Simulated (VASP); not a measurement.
# Ti (I4/mmm) in VASP: a series of runs

The runs below take Ti through single point, with PBE.

All numbers are computed with VASP 6.6.1; they aren't measurements. Logs are shortened: lines on timing, memory, paths and dates and some standing lists are left out, and cuts for length are marked.

### 1 The cell of the first run

Symmetry: I4/mmm, No. 139, tetragonal system. Conventional cell: a = 3.256 Å, b = 3.256 Å, c = 3.337 Å, α = 90.00°, β = 90.00°, γ = 90.00°. Within 3.7 Å of Ti (site symmetry 4/mmm) lie 14 Ti at 2.84 to 3.34 Å.

### 2 Single point, PBE (strain +0.0250 x Voigt [0, 1, 0, 0, 0, 0])

INCAR reads:

```
SYSTEM = Ti
ALGO = Fast
EDIFF = 1E-6
ENCUT = 520
GGA = PE
ISIF = 2
ISMEAR = 0
LASPH = .TRUE.
LCHARG = .TRUE.
LELF = .TRUE.
LREAL = .FALSE.
LVHAR = .TRUE.
LWAVE = .FALSE.
NBANDS = 12
NELM = 60
PREC = Accurate
SIGMA = 0.15
```

KPOINTS reads:

```
k-points
0
G
  26 26 26
  0 0 0
```

POSCAR reads:

```
Ti
1.0
   -1.6277527636      1.6684465827      1.6277527636
    1.6277527636     -1.6684465827      1.6277527636
    1.6277527636      1.6684465827     -1.6277527636
Ti
1
Direct
    0.0000000000      0.0000000000      0.0000000000
```

Potentials or basis: VASP PAW PBE potentials, release 64 (Ti_sv).

The run is started by

```console
$ cat potpaw_PBE.64/Ti_sv/POTCAR > POTCAR
$ mpirun -np 1 vasp_std > vasp.out
```

OUTCAR:

```text
SYSTEM = Ti
   EDIFF = 1E-6
   ENCUT = 520
   GGA = PE
   ISIF = 2
   ISMEAR = 0
   LASPH = .TRUE.
   LREAL = .FALSE.
   NELM = 60
   PREC = Accurate

 ion  position               nearest neighbor table
   1  0.000  0.000  0.000-

  LATTYP: Found a body centered tetragonal cell.
 ALAT       =     3.2555055272
 C/A-ratio  =     1.0250000000

  Lattice vectors:

 A1 = (  -1.6277527636,  -1.6684465827,   1.6277527636)
 A2 = (   1.6277527636,  -1.6684465827,  -1.6277527636)
 A3 = (   1.6277527636,   1.6684465827,   1.6277527636)

Analysis of symmetry for initial positions (statically):
=====================================================================
 Subroutine PRICEL returns:
 Original cell was already a primitive cell.

 Routine SETGRP: Setting up the symmetry group for a
 body centered tetragonal supercell.

 Subroutine GETGRP returns: Found 16 space group operations
 (whereof 16 operations were pure point group operations)
 out of a pool of 16 trial point group operations.

The static configuration has the point symmetry D_4h.

Analysis of symmetry for dynamics (positions and initial velocities):
=====================================================================
 Subroutine PRICEL returns:
 Original cell was already a primitive cell.

 Routine SETGRP: Setting up the symmetry group for a
 body centered tetragonal supercell.

 Subroutine GETGRP returns: Found 16 space group operations
 (whereof 16 operations were pure point group operations)
 out of a pool of 16 trial point group operations.

The dynamic configuration has the point symmetry D_4h.

 Subroutine INISYM returns: Found 16 space group operations
 (whereof 16 operations are pure point group operations),
 and found     1 'primitive' translations

----------------------------------------------------------------------------------------

                                     Primitive cell

  volume of cell :      17.6827

  direct lattice vectors                    reciprocal lattice vectors
    -1.627752764  1.668446583  1.627752764     0.000000000  0.299679957  0.307171956
     1.627752764 -1.668446583  1.627752764     0.307171956  0.000000000  0.307171956
     1.627752764  1.668446583 -1.627752764     0.307171956  0.299679957  0.000000000

  length of vectors
     2.843039240  2.843039240  2.843039240     0.429141803  0.434406746  0.429141803

  position of ions in fractional coordinates (direct lattice)
     0.000000000  0.000000000  0.000000000

  ion indices of the primitive-cell ions
   primitive index   ion index
                 1           1

----------------------------------------------------------------------------------------

 KPOINTS: k-points

Automatic generation of k-mesh.
 Grid dimensions read from file:
 generate k-points for:   26   26   26

 Generating k-lattice:

  Cartesian coordinates                     Fractional coordinates (reciprocal lattice)
     0.000000000  0.011526152  0.011814306     0.038461538  0.000000000  0.000000000
     0.011814306  0.000000000  0.011814306     0.000000000  0.038461538  0.000000000
     0.011814306  0.011526152  0.000000000     0.000000000  0.000000000  0.038461538

  Length of vectors
     0.016505454  0.016707952  0.016505454

  Shift w.r.t. Gamma in fractional coordinates (k-lattice)
     0.000000000  0.000000000  0.000000000

 Subroutine IBZKPT returns following result:
 ===========================================

 Found   1330 irreducible k-points:

 Following reciprocal coordinates:
            Coordinates               Weight
  0.000000  0.000000  0.000000      1.000000
  0.038462  0.000000  0.000000      8.000000
  0.076923  0.000000  0.000000      8.000000
  0.115385 -0.000000  0.000000      8.000000
  0.153846  0.000000  0.000000      8.000000
  0.192308 -0.000000  0.000000      8.000000
[... 16 lines left out ...]
  0.307692  0.038462  0.000000     16.000000
  0.346154  0.038462  0.000000     16.000000
 [... further k-points ...]
   k-points           NKPTS =   1330   k-points in BZ     NKDIM =   1330   number of bands    NBANDS=     12
   number of dos      NEDOS =    301   number of ions     NIONS =      1
   total plane-waves  NPLWV =  13824
   dimension x,y,z NGX =    24 NGY =   24 NGZ =   24
   dimension x,y,z NGXF=    48 NGYF=   48 NGZF=   48
   ions per type =               1
   NGX,Y,Z   is equivalent  to a cutoff of  14.03, 14.03, 14.03 a.u.
   NGXF,Y,Z  is equivalent  to a cutoff of  28.07, 28.07, 28.07 a.u.
 SYSTEM =  Ti
   PREC   = accura    normal or accurate (medium, high low for compatibility)
   ISTART =      0    job   : 0-new  1-cont  2-samecut
   ICHARG =      2    charge: 1-file 2-atom 10-const
   ISPIN  =      1    spin polarized calculation?
   LNONCOLLINEAR =      F non collinear calculations
   LSORBIT =      F    spin-orbit coupling
   LASPH  =      T    aspherical Exc in radial PAW
   ENCUT  =  520.0 eV  38.22 Ry    6.18 a.u.   5.29  5.29  5.29*2*pi/ulx,y,z
   NELM   =     60;   NELMIN=  2; NELMDL= -5     # of ELM steps
   EDIFF  = 0.1E-05   stopping-criterion for ELM
   LREAL  =      F    real-space projection
   EDIFFG = 0.1E-04   stopping-criterion for IOM
   NSW    =      0    number of steps for IOM
   IBRION =     -1    ionic relax: 0-MD 1-quasi-New 2-CG
   NFREE  =      0    steps in history (QN), initial steepest desc. (CG)
   ISIF   =      2    stress and relaxation
   ISYM   =      2    0-nonsym 1-usesym 2-fastsym
   POTIM  = 0.5000    time-step for ionic-motion
   TEBEG  =    0.0;   TEEND  =   0.0 temperature during run
   PSTRESS=    0.0 pullay stress
   NELECT =      12.0000    total number of electrons
   NUPDOWN=      -1.0000    fix difference up-down
   EMIN   =  10.00;   EMAX   =-10.00  energy-range for DOS
   EFERMI =   0.00;   METHOD = LEGACY
   ISMEAR =     0;   SIGMA  =   0.15  broadening in eV -4-tet -1-fermi 0-gaus
   EFERMI_NEDOS =   21; number of points for ismear=-14 and -15
   IALGO  =     68    algorithm
   IMIX   =      4    mixing-type and parameters
     AMIX     =   0.40;   BMIX     =  1.00
     AMIX_MAG =   1.60;   BMIX_MAG =  1.00
  volume/ion in A,a.u.               =      17.68       119.33
  Fermi-wavevector in a.u.,A,eV,Ry     =   1.438640  2.718636 28.159782  2.069686
  Thomas-Fermi vector in A             =   2.557584
   LORBIT       =      0    0 simple, 1 ext, 2 COOP (PROOUT), +10 PAW based schemes
   GGA     = PE    functional components
   LHFCALC =     F    Hartree Fock is set to
   AEXX    =    0.0000 exact exchange contribution
   IVDW    =     0    specifies the selected vdW correction
   LEPSILON=     F    determine dielectric tensor
   LRPA    =     F    only Hartree local field effects (RPA)
 non-spin polarized calculation
 RMM-DIIS sequential band-by-band and
 Gauss-broadening in eV      SIGMA  =   0.15
  energy-cutoff  :      520.00
  volume of cell :       17.68
 maximum number of plane-waves:       488
 NGX is ok and might be reduce to    24
   NGX = 11   NGY = 11   NGZ = 11

 number of electron      12.0000000 magnetization

 Free energy of the ion-electron system (eV)
  ---------------------------------------------------
  ext. energy  EPLUGINS =         0.00000000
  ---------------------------------------------------
  free energy    TOTEN  =        -7.73440552 eV

  energy without entropy =       -7.70747012  energy(sigma->0) =       -7.72093782

 E-fermi :   7.9042     XC(G=0): -11.4099

 val. band max:        7.9040615832   @ k =   0.1923   0.3077   0.0385
 cond. band min:       7.9059384654   @ k =  -0.4615   0.5000   0.1154
 fundamental gap:      0.0018768822
 Fermi energy:         7.9042320062

 k-point     1 :       0.0000    0.0000    0.0000
  band No.  band energies     occupation
      1     -48.6669      2.00000
      2     -24.5443      2.00000
      3     -24.5443      2.00000
      4     -24.5424      2.00000
      5       1.9874      2.00000
      6       8.8194      0.00000
      7       8.8194      0.00000
      8       8.9881      0.00000
      9      10.4879      0.00000
     10      10.6843      0.00000
     11      24.9038      0.00000
     12      25.3321      0.00000

 k-point     2 :       0.0385    0.0000    0.0000
  band No.  band energies     occupation
      1     -48.6652      2.00000
      2     -24.5530      2.00000
      3     -24.5472      2.00000
      4     -24.5432      2.00000
      5       2.0371      2.00000
      6       8.8145      0.00000
      7       8.8228      0.00000
      8       8.9983      0.00000
      9      10.4679      0.00000
     10      10.6772      0.00000
     11      24.9506      0.00000
     12      25.3677      0.00000

 k-point     3 :       0.0769    0.0000    0.0000
  band No.  band energies     occupation
      1     -48.6601      2.00000
      2     -24.5812      2.00000
      3     -24.5557      2.00000
      4     -24.5433      2.00000
      5       2.1845      2.00000
      6       8.7930      0.00000
      7       8.7956      0.00000
      8       9.0698      0.00000
      9      10.4091      0.00000
     10      10.6644      0.00000
     11      24.7145      0.00000
     12      25.1626      0.00000
[... 286 lines left out ...]
 k-point    23 :       0.3077    0.0385    0.0000
  band No.  band energies     occupation
      1     -48.5777      2.00000
      2     -25.0137      2.00000
      3     -24.6895      2.00000
      4     -24.5480      2.00000
      5       4.7756      2.00000
      6       7.9074      0.97600
      7       8.1545      0.01832
      8      10.3388      0.00000
      9      10.8166      0.00000
     10      11.0545      0.00000
     11      19.2750      0.00000
     12      22.4252      0.00000

 k-point    24 :       0.3462    0.0385    0.0000
  band No.  band energies     occupation
      1     -48.5657      2.00000
      2     -25.0740      2.00000
      3     -24.7092      2.00000
      4     -24.5481      2.00000
      5       5.1208      2.00000
      6       7.7892      1.72206
      7       8.2395      0.00157
      8      10.4027      0.00000
      9      10.8603      0.00000
     10      11.4171      0.00000
     11      18.2947      0.00000
     12      21.9845      0.00000

 [... further k-points ...]

------------------------ aborting loop because EDIFF is reached ----------------------------------------

  FORCE on cell =-STRESS in cart. coord.  units (eV):
  Direction    XX          YY          ZZ          XY          YZ          ZX
  --------------------------------------------------------------------------------------
  -------------------------------------------------------------------------------------
  Total       -0.3182333     -0.2557774     -0.3182333      0.0000000      0.0000000      0.0000000
  in kB      -28.8341392    -23.1752040    -28.8341392      0.0000000      0.0000000      0.0000000
  external PRESSURE =     -26.9478274 kB  Pullay stress =       0.0000000 kB

 VOLUME and BASIS-vectors are now :
 -----------------------------------------------------------------------------
  energy-cutoff  :      520.00
  volume of cell :       17.68
      direct lattice vectors                 reciprocal lattice vectors
    -1.627752764  1.668446583  1.627752764     0.000000000  0.299679957  0.307171956
     1.627752764 -1.668446583  1.627752764     0.307171956  0.000000000  0.307171956
     1.627752764  1.668446583 -1.627752764     0.307171956  0.299679957  0.000000000

 POSITION                                       TOTAL-FORCE (eV/Angst)
 -----------------------------------------------------------------------------------
      0.00000      0.00000      0.00000         0.000000      0.000000      0.000000
 -----------------------------------------------------------------------------------
    total drift:                                0.000000     -0.000000      0.000000

  FREE ENERGIE OF THE ION-ELECTRON SYSTEM (eV)
  ---------------------------------------------------
  free  energy   TOTEN  =        -7.7344055193 eV

  energy  without entropy=       -7.7074701164  energy(sigma->0) =       -7.72093782
```

Wall time 15 min (1 thread of AMD EPYC 7R13, shared host); peak memory 0.34 GiB.

Results:

* Free energy: -7.7344 eV
* Pressure: -2.7 GPa
* Band gap on the k mesh: zero (bands 6 and 7 overlap by 1.56 eV)

Stress tensor (GPa, compression positive):
```
-2.88  0.00  0.00
 0.00 -2.32  0.00
 0.00  0.00 -2.88
```

Levels at points of the mesh, in eV from the Fermi level:
```
           k point  band 4  band 5  band 6  band 7  band 8  band 9
(0.00, 0.00, 0.00)  -32.45   -5.92    0.92    0.92    1.08    2.58
(0.50, 0.00, 0.00)  -32.45   -2.41   -0.31    1.03    2.58    3.01
(0.00, 0.50, 0.00)  -32.46   -2.41   -0.52    1.19    2.80    3.07
(0.50, 0.50, 0.50)  -32.87   -2.08   -2.01    3.80    3.84    3.84
```

Caveat: the cell differs from its parent crystal (strain +0.0250 x Voigt [0, 1, 0, 0, 0, 0]).

### 3 Single point, PBE (strain +0.0500 x Voigt [0, 1, 0, 0, 0, 0])

INCAR reads:

```
PREC = Accurate
ENCUT = 520
EDIFF = 1E-6
ISMEAR = 0
SIGMA = 0.15
LREAL = F
LASPH = T
NELM = 100
ALGO = Fast
ISIF = 2
LWAVE = F
LCHARG = F
GGA = PE
NBANDS = 12
```

KPOINTS reads:

```
regular mesh
0
Gamma
  26 26 26
```

POSCAR reads:

```
Ti
1.0
   -1.6277527636      1.7091404018      1.6277527636
    1.6277527636     -1.7091404018      1.6277527636
    1.6277527636      1.7091404018     -1.6277527636
Ti
1
Direct
    0.0000000000      0.0000000000      0.0000000000
```

Potentials or basis: VASP PAW PBE potentials, release 64 (Ti_sv).

The run is started by

```console
$ cat potpaw_PBE.64/Ti_sv/POTCAR > POTCAR
$ mpirun -np 1 vasp_std > vasp.out
```

Run time: 16 min. Hardware: 1 thread of AMD EPYC 7R13, shared host; peak memory 0.35 GiB.

The run converged. Its results:

* Free energy: -7.7260 eV
* Pressure: -4.9 GPa
* Band gap on the k mesh: zero (bands 6 and 7 overlap by 1.55 eV)

Stress tensor (GPa, compression positive):
```
-5.25  0.00  0.00
 0.00 -4.13  0.00
 0.00  0.00 -5.25
```

Levels at points of the mesh, in eV from the Fermi level:
| k point | band 3 | band 4 | band 5 | band 6 | band 7 | band 8 | band 9 | band 10 |
| --- | --- | --- | --- | --- | --- | --- | --- | --- |
| (0.00, 0.00, 0.00) | -32.53 | -32.53 | -5.87 | 0.84 | 0.84 | 1.16 | 2.41 | 2.77 |
| (0.50, 0.00, 0.00) | -32.71 | -32.53 | -2.36 | -0.23 | 0.91 | 2.39 | 2.94 | 4.00 |
| (0.00, 0.50, 0.00) | -32.73 | -32.55 | -2.35 | -0.62 | 1.23 | 2.82 | 3.02 | 4.06 |
| (0.50, 0.50, 0.50) | -32.92 | -32.92 | -2.04 | -1.91 | 3.65 | 3.73 | 3.73 | 7.16 |

Caveat: the cell differs from its parent crystal (strain +0.0500 x Voigt [0, 1, 0, 0, 0, 0]); the cell stands under tension.
